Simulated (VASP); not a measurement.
# Ir (P6_3/mmc) in VASP: a series of runs

The runs below take Ir through single point, with PBE.

Program: VASP 6.6.1. These are calculated values, not measurements. Logs are shortened: lines on timing, memory, paths and dates and some standing lists are left out, and cuts for length are marked.

**1. The cell of the first run**

The structure is hexagonal, space group P6_3/mmc (No. 194). The conventional cell has a = 2.526 Å, b = 2.526 Å, c = 4.111 Å, α = 90.00°, β = 90.00°, γ = 120.00°. Ir (site symmetry -6m2) has 12 Ir at 2.52 to 2.53 Å within 3.3 Å.

This isn't the form of Ir at room conditions, which is fcc.

**2. Single point, PBE (11.36 Å³/atom)**

INCAR

```
SYSTEM = Ir
ALGO     = Normal         ! electronic algorithm
EDIFF    = 1E-6           ! SCF threshold, eV
ENCUT    = 520            ! plane-wave cutoff, eV
GGA      = PE             ! functional
ISIF     = 2              ! what is computed and relaxed
ISMEAR   = -1             ! smearing method
LASPH    = .True.         ! aspherical terms in the spheres
LCHARG   = .True.         ! write CHGCAR
LELF     = .True.         ! ELF
LREAL    = .False.        ! projectors in reciprocal space
LVHAR    = .True.       
LWAVE    = .False.        ! write WAVECAR
NBANDS   = 16             ! bands
NELM     = 60             ! most SCF steps
PREC     = Accurate       ! precision mode
SIGMA    = 0.05           ! smearing width, eV
```

KPOINTS

```
k-points
0
Gamma
  18 18 10
  0 0 0
```

POSCAR

```
Ir
1.0
    2.5262968083      0.0000000000      0.0000000000
   -1.2631484042      2.1878372135      0.0000000000
    0.0000000000      0.0000000000      4.1108854464
Ir
2
Direct
    0.3333333333      0.6666666667      0.2500000000
    0.6666666667      0.3333333333      0.7500000000
```

Potentials or basis: VASP PAW PBE potentials, release 64 (Ir).

Started as:

```console
$ cat potpaw_PBE.64/Ir/POTCAR > POTCAR
$ mpirun -np 1 vasp_std > vasp.out
```

OUTCAR:

```text
SYSTEM = Ir
   EDIFF = 1E-6
   ENCUT = 520
   GGA = PE
   ISIF = 2
   ISMEAR = -1
   LASPH = .True.
   LREAL = .False.
   NELM = 60
   PREC = Accurate

 ion  position               nearest neighbor table
   1  0.333  0.667  0.250-   2 2.52   2 2.52   2 2.52   2 2.52   2 2.52   2 2.52
   2  0.667  0.333  0.750-   1 2.52   1 2.52   1 2.52   1 2.52   1 2.52   1 2.52

  LATTYP: Found a hexagonal cell.
 ALAT       =     2.5262968083
 C/A-ratio  =     1.6272377153

  Lattice vectors:

 A1 = (   2.5262968083,   0.0000000000,   0.0000000000)
 A2 = (  -1.2631484042,   2.1878372135,   0.0000000000)
 A3 = (   0.0000000000,   0.0000000000,   4.1108854464)

Analysis of symmetry for initial positions (statically):
=====================================================================
 Subroutine PRICEL returns:
 Original cell was already a primitive cell.

 Routine SETGRP: Setting up the symmetry group for a
 hexagonal supercell.

 Subroutine GETGRP returns: Found 24 space group operations
 (whereof 12 operations were pure point group operations)
 out of a pool of 24 trial point group operations.

The static configuration has the point symmetry D_3d.
 The point group associated with its full space group is D_6h.

Analysis of symmetry for dynamics (positions and initial velocities):
=====================================================================
 Subroutine PRICEL returns:
 Original cell was already a primitive cell.

 Routine SETGRP: Setting up the symmetry group for a
 hexagonal supercell.

 Subroutine GETGRP returns: Found 24 space group operations
 (whereof 12 operations were pure point group operations)
 out of a pool of 24 trial point group operations.

The dynamic configuration has the point symmetry D_3d.
 The point group associated with its full space group is D_6h.

 Subroutine INISYM returns: Found 24 space group operations
 (whereof 12 operations are pure point group operations),
 and found     1 'primitive' translations

----------------------------------------------------------------------------------------

                                     Primitive cell

  volume of cell :      22.7214

  direct lattice vectors                    reciprocal lattice vectors
     2.526296808  0.000000000  0.000000000     0.395836307  0.228536199  0.000000000
    -1.263148404  2.187837213  0.000000000     0.000000000  0.457072397  0.000000000
     0.000000000  0.000000000  4.110885446     0.000000000  0.000000000  0.243256596

  length of vectors
     2.526296808  2.526296808  4.110885446     0.457072397  0.457072397  0.243256596

  position of ions in fractional coordinates (direct lattice)
     0.333333333  0.666666667  0.250000000
     0.666666667  0.333333333  0.750000000

  ion indices of the primitive-cell ions
   primitive index   ion index
                 1           1
                 2           2

----------------------------------------------------------------------------------------

 KPOINTS: k-points

Automatic generation of k-mesh.
 Grid dimensions read from file:
 generate k-points for:   18   18   10

 Generating k-lattice:

  Cartesian coordinates                     Fractional coordinates (reciprocal lattice)
     0.021990906  0.012696455  0.000000000     0.055555556  0.000000000  0.000000000
     0.000000000  0.025392911  0.000000000     0.000000000  0.055555556  0.000000000
     0.000000000  0.000000000  0.024325660     0.000000000  0.000000000  0.100000000

  Length of vectors
     0.025392911  0.025392911  0.024325660

  Shift w.r.t. Gamma in fractional coordinates (k-lattice)
     0.000000000  0.000000000  0.000000000

 Subroutine IBZKPT returns following result:
 ===========================================

 Found    222 irreducible k-points:

 Following reciprocal coordinates:
            Coordinates               Weight
  0.000000  0.000000  0.000000      1.000000
  0.055556 -0.000000  0.000000      6.000000
  0.111111 -0.000000  0.000000      6.000000
  0.166667 -0.000000  0.000000      6.000000
  0.222222 -0.000000  0.000000      6.000000
  0.277778 -0.000000  0.000000      6.000000
[... 16 lines left out ...]
  0.333333  0.111111  0.000000     12.000000
  0.388889  0.111111  0.000000     12.000000
 [... further k-points ...]
   k-points           NKPTS =    222   k-points in BZ     NKDIM =    222   number of bands    NBANDS=     16
   number of dos      NEDOS =    301   number of ions     NIONS =      2
   total plane-waves  NPLWV =  12800
   dimension x,y,z NGX =    20 NGY =   20 NGZ =   32
   dimension x,y,z NGXF=    40 NGYF=   40 NGZF=   64
   ions per type =               2
   NGX,Y,Z   is equivalent  to a cutoff of  13.16, 13.16, 12.94 a.u.
   NGXF,Y,Z  is equivalent  to a cutoff of  26.32, 26.32, 25.88 a.u.
 SYSTEM =  Ir
   PREC   = accura    normal or accurate (medium, high low for compatibility)
   ISTART =      0    job   : 0-new  1-cont  2-samecut
   ICHARG =      2    charge: 1-file 2-atom 10-const
   ISPIN  =      1    spin polarized calculation?
   LNONCOLLINEAR =      F non collinear calculations
   LSORBIT =      F    spin-orbit coupling
   LASPH  =      T    aspherical Exc in radial PAW
   ENCUT  =  520.0 eV  38.22 Ry    6.18 a.u.   4.70  4.70  7.64*2*pi/ulx,y,z
   NELM   =     60;   NELMIN=  2; NELMDL= -5     # of ELM steps
   EDIFF  = 0.1E-05   stopping-criterion for ELM
   LREAL  =      F    real-space projection
[... 7 lines left out ...]
   TEBEG  =    0.0;   TEEND  =   0.0 temperature during run
   PSTRESS=    0.0 pullay stress
   NELECT =      18.0000    total number of electrons
   NUPDOWN=      -1.0000    fix difference up-down
   EMIN   =  10.00;   EMAX   =-10.00  energy-range for DOS
   EFERMI =   0.00;   METHOD = LEGACY
   ISMEAR =    -1;   SIGMA  =   0.05  broadening in eV -4-tet -1-fermi 0-gaus
   EFERMI_NEDOS =   21; number of points for ismear=-14 and -15
   IALGO  =     38    algorithm
   IMIX   =      4    mixing-type and parameters
     AMIX     =   0.40;   BMIX     =  1.00
     AMIX_MAG =   1.60;   BMIX_MAG =  1.00
  volume/ion in A,a.u.               =      11.36        76.67
  Fermi-wavevector in a.u.,A,eV,Ry     =   1.514796  2.862549 31.220013  2.294606
  Thomas-Fermi vector in A             =   2.624405
   LORBIT       =      0    0 simple, 1 ext, 2 COOP (PROOUT), +10 PAW based schemes
   GGA     = PE    functional components
   LHFCALC =     F    Hartree Fock is set to
   AEXX    =    0.0000 exact exchange contribution
   IVDW    =     0    specifies the selected vdW correction
   LEPSILON=     F    determine dielectric tensor
   LRPA    =     F    only Hartree local field effects (RPA)
 non-spin polarized calculation
  energy-cutoff  :      520.00
  volume of cell :       22.72
 maximum number of plane-waves:       628
 NGX is ok and might be reduce to    20
   NGX =  9   NGY =  9   NGZ = 15

 number of electron      18.0000000 magnetization

 Free energy of the ion-electron system (eV)
  ---------------------------------------------------
  ext. energy  EPLUGINS =         0.00000000
  ---------------------------------------------------
  free energy    TOTEN  =       -15.01141293 eV

  energy without entropy =      -14.99936014  energy(sigma->0) =      -15.00538654

 E-fermi :  14.8565     XC(G=0): -15.3230

 val. band max:       14.8518966214   @ k =   0.2222   0.1111   0.5000
 cond. band min:      14.8719945731   @ k =   0.3889   0.1667   0.1000
 fundamental gap:      0.0200979517
 Fermi energy:        14.8564665277

 k-point     1 :       0.0000    0.0000    0.0000
  band No.  band energies     occupation
      1       1.0266      2.00000
      2       3.9365      2.00000
      3       9.2539      2.00000
      4       9.4052      2.00000
      5       9.4052      2.00000
      6      10.3517      2.00000
[... 8 lines left out ...]
     15      30.8781      0.00000
     16      32.6900      0.00000

 k-point     2 :       0.0556   -0.0000    0.0000
  band No.  band energies     occupation
      1       1.1832      2.00000
      2       4.0797      2.00000
      3       8.9312      2.00000
      4       9.5453      2.00000
      5       9.6850      2.00000
      6      10.2517      2.00000
[... 8 lines left out ...]
     15      31.0984      0.00000
     16      32.9570      0.00000

 k-point     3 :       0.1111   -0.0000    0.0000
  band No.  band energies     occupation
      1       1.6360      2.00000
      2       4.4769      2.00000
      3       8.4750      2.00000
      4       9.8882      2.00000
      5       9.9604      2.00000
      6      10.1784      2.00000
[... 8 lines left out ...]
     15      31.6797      0.00000
     16      33.7441      0.00000

 k-point     4 :       0.1667   -0.0000    0.0000
  band No.  band energies     occupation
      1       2.3308      2.00000
      2       5.0035      2.00000
      3       8.0509      2.00000
      4       9.3151      2.00000
      5       9.5707      2.00000
      6      10.6338      2.00000
[... 8 lines left out ...]
     15      32.1024      0.00000
     16      34.1256      0.00000
[... 324 lines left out ...]
 k-point    22 :       0.2778    0.1111    0.0000
  band No.  band energies     occupation
      1       5.0076      2.00000
      2       5.5010      2.00000
      3       6.2749      2.00000
      4       8.1305      2.00000
      5       9.0380      2.00000
      6       9.7942      2.00000
[... 8 lines left out ...]
     15      28.9511      0.00000
     16      30.0206      0.00000

 k-point    23 :       0.3333    0.1111    0.0000
  band No.  band energies     occupation
      1       5.1071      2.00000
      2       5.3815      2.00000
      3       5.7209      2.00000
      4       8.8533      2.00000
      5       8.9237      2.00000
      6      10.1513      2.00000
[... 8 lines left out ...]
     15      27.3508      0.00000
     16      29.4252      0.00000

 k-point    24 :       0.3889    0.1111    0.0000
  band No.  band energies     occupation
      1       4.9179      2.00000
      2       5.3809      2.00000
      3       5.4443      2.00000
      4       8.8897      2.00000
      5       9.5087      2.00000
      6       9.8812      2.00000
[... 8 lines left out ...]
     15      27.6481      0.00000
     16      29.0615      0.00000

 [... further k-points ...]

------------------------ aborting loop because EDIFF is reached ----------------------------------------

  FORCE on cell =-STRESS in cart. coord.  units (eV):
  Direction    XX          YY          ZZ          XY          YZ          ZX
  --------------------------------------------------------------------------------------
  -------------------------------------------------------------------------------------
  Total       22.9961585     22.9961585     23.0166326     -0.0000000     -0.0000000      0.0000000
  in kB     1621.5529046   1621.5529046   1622.9966131     -0.0000000     -0.0000000      0.0000000
  external PRESSURE =    1622.0341408 kB  Pullay stress =       0.0000000 kB

 VOLUME and BASIS-vectors are now :
 -----------------------------------------------------------------------------
  energy-cutoff  :      520.00
  volume of cell :       22.72
      direct lattice vectors                 reciprocal lattice vectors
     2.526296808  0.000000000  0.000000000     0.395836307  0.228536199  0.000000000
    -1.263148404  2.187837213  0.000000000     0.000000000  0.457072397  0.000000000
     0.000000000  0.000000000  4.110885446     0.000000000  0.000000000  0.243256596

 POSITION                                       TOTAL-FORCE (eV/Angst)
 -----------------------------------------------------------------------------------
     -0.00000      1.45856      1.02772        -0.000000     -0.000000      0.000000
      1.26315      0.72928      3.08316         0.000000      0.000000      0.000000
 -----------------------------------------------------------------------------------
    total drift:                                0.000000     -0.000000     -0.000000

  FREE ENERGIE OF THE ION-ELECTRON SYSTEM (eV)
  ---------------------------------------------------
  free  energy   TOTEN  =       -15.0114129322 eV

  energy  without entropy=      -14.9993601416  energy(sigma->0) =      -15.00538654
```

Run time: 1.7 min. Hardware: 1 thread of Intel Xeon 8259CL, shared host; peak memory 0.19 GiB.

What came out:

* Free energy: -15.0114 eV
* Pressure: 162.2 GPa
* Band gap on the k mesh: zero (bands 9 and 10 overlap by 4.82 eV)

Levels at points of the mesh, in eV from the Fermi level:
```csv
k point,band 6,band 7,band 8,band 9,band 10,band 11,band 12,band 13
"(0.00, 0.00, 0.00)",-4.50,-4.50,-3.33,-3.33,-1.37,0.35,0.35,9.34
"(0.50, 0.00, 0.00)",-4.53,-4.15,1.13,1.47,1.73,4.03,5.78,9.90
"(0.00, 0.00, 0.50)",-5.59,-5.59,-5.59,-0.63,-0.63,-0.63,-0.63,13.30
"(0.50, 0.00, 0.50)",-3.05,-1.45,-1.45,1.48,1.48,2.59,2.59,9.97
```

Caveat: the cell stands under pressure; spin-orbit coupling is left out, which moves the levels of the heavy elements.

**3. Single point, PBE (12.82 Å³/atom)**

This run uses another cell than the first one, of 12.82 Å³/atom.

INCAR

```
ALGO = Normal
EDIFF = 1E-7
ENCUT = 520
GGA = PE
ISIF = 2
ISMEAR = -1
LASPH = T
LCHARG = F
LREAL = F
LWAVE = F
NBANDS = 16
NELM = 100
PREC = Accurate
SIGMA = 0.05
```

KPOINTS

```
k-points
0
Gamma
  18 18 10
```

POSCAR

```
Ir
1.0
    2.6314764190      0.0000000000      0.0000000000
   -1.3157382095      2.2789254283      0.0000000000
    0.0000000000      0.0000000000      4.2745778008
Ir
2
Direct
    0.3333333333      0.6666666667      0.2500000000
    0.6666666667      0.3333333333      0.7500000000
```

Potentials or basis: VASP PAW PBE potentials, release 64 (Ir).

Started as:

```console
$ cat potpaw_PBE.64/Ir/POTCAR > POTCAR
$ mpirun -np 1 vasp_std > vasp.out
```

It took 99 s on 1 thread of Intel Xeon 8259CL, shared host; peak memory 0.2 GiB.

It converged, with:

```
Free energy            : -16.9592 eV
Pressure               : 62.1 GPa
Band gap on the k mesh : zero (bands 9 and 10 overlap by 3.94 eV)
```

Levels at points of the mesh, in eV from the Fermi level:
```
           k point  band 5  band 6  band 7  band 8  band 9  band 10  band 11  band 12  band 13  band 14
(0.00, 0.00, 0.00)   -4.52   -3.74   -3.74   -2.78   -2.78    -1.11     0.31     0.31     8.04    14.02
(0.50, 0.00, 0.00)   -4.18   -3.96   -3.49    0.88    1.17     1.37     3.39     4.98     8.93    11.12
(0.00, 0.00, 0.50)   -4.65   -4.65   -4.65   -4.65   -0.54    -0.54    -0.54    -0.54    13.59    13.59
(0.50, 0.00, 0.50)   -2.52   -2.52   -1.21   -1.21    1.17     1.17     2.23     2.23     8.67     8.67
```

Caveat: the cell stands under pressure; spin-orbit coupling is left out, which moves the levels of the heavy elements.

**4. Single point, PBE (12.82 Å³/atom)**

This run uses another cell than the first one, of 12.82 Å³/atom.

INCAR

```
SYSTEM = Ir
ALGO     = Normal         ! electronic algorithm
EDIFF    = 1E-6           ! SCF threshold, eV
ENCUT    = 520            ! plane-wave cutoff, eV
GGA      = PE             ! functional
ISIF     = 2              ! what is computed and relaxed
ISMEAR   = -1             ! smearing method
LASPH    = .TRUE.         ! aspherical terms in the spheres
LCHARG   = .FALSE.        ! write CHGCAR
LREAL    = .FALSE.        ! projectors in reciprocal space
LWAVE    = .FALSE.        ! write WAVECAR
NBANDS   = 16             ! bands
NELM     = 100            ! most SCF steps
PREC     = Accurate       ! precision mode
SIGMA    = 0.05           ! smearing width, eV
```

KPOINTS

```
k-points
0
G
  18 18 10
  0 0 0
```

POSCAR is that of step 3.

Started as:

```console
$ cat potpaw_PBE.64/Ir/POTCAR > POTCAR
$ mpirun -np 1 vasp_std > vasp.out
```

Run time: 96 s. Hardware: 1 thread of Intel Xeon 8259CL, shared host; peak memory 0.2 GiB.

The run converged. Its results:

```yaml
Free_energy: -16.9592 eV
Pressure: 62.1 GPa
Band_gap_on_the_k_mesh: zero (bands 9 and 10 overlap by 3.94 eV)
```

Levels at points of the mesh, in eV from the Fermi level:
```tsv
k point	band 7	band 8	band 9	band 10	band 11	band 12
(0.00, 0.00, 0.00)	-3.74	-2.78	-2.78	-1.11	0.31	0.31
(0.50, 0.00, 0.00)	-3.49	0.88	1.17	1.37	3.39	4.98
(0.00, 0.00, 0.50)	-4.65	-4.65	-0.54	-0.54	-0.54	-0.54
(0.50, 0.00, 0.50)	-1.21	-1.21	1.17	1.17	2.23	2.23
```

Caveat: the cell stands under pressure; spin-orbit coupling is left out, which moves the levels of the heavy elements.
